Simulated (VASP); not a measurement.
Here is a VASP 6.6.1 calculation.

File INCAR:

```
SYSTEM = Fe
PREC = Accurate
ENCUT = 520
EDIFF = 1E-6
ISMEAR = 0
SIGMA = 0.05
LREAL = .FALSE.
LASPH = .TRUE.
NELM = 150
ALGO = Fast
ISIF = 2
LWAVE = .FALSE.
LCHARG = .FALSE.
ISPIN = 2
MAGMOM = 2.5
LORBIT = 11
LMAXMIX = 4
GGA = PE
NBANDS = 14
```

Contents of KPOINTS:

```
Automatic mesh
0
G
  16 16 16
  0 0 0
```

Contents of POSCAR:

```
Fe
1.0
   -1.4350019627      1.4350019627      1.4350019627
    1.4350019627     -1.4350019627      1.4350019627
    1.4350019627      1.4350019627     -1.4350019627
Fe
1
Direct
    0.0000000000      0.0000000000      0.0000000000
```

Potentials or basis: VASP PAW PBE potentials, release 64 (Fe).

Run with:

```sh
$ cat potpaw_PBE.64/Fe/POTCAR > POTCAR
$ mpirun -np 1 vasp_std > vasp.out
```

Task: What does it give for the net moment?

Result: 2.27 μB per cell.

Task: Estimate the pressure.

Result: -6.7 GPa.
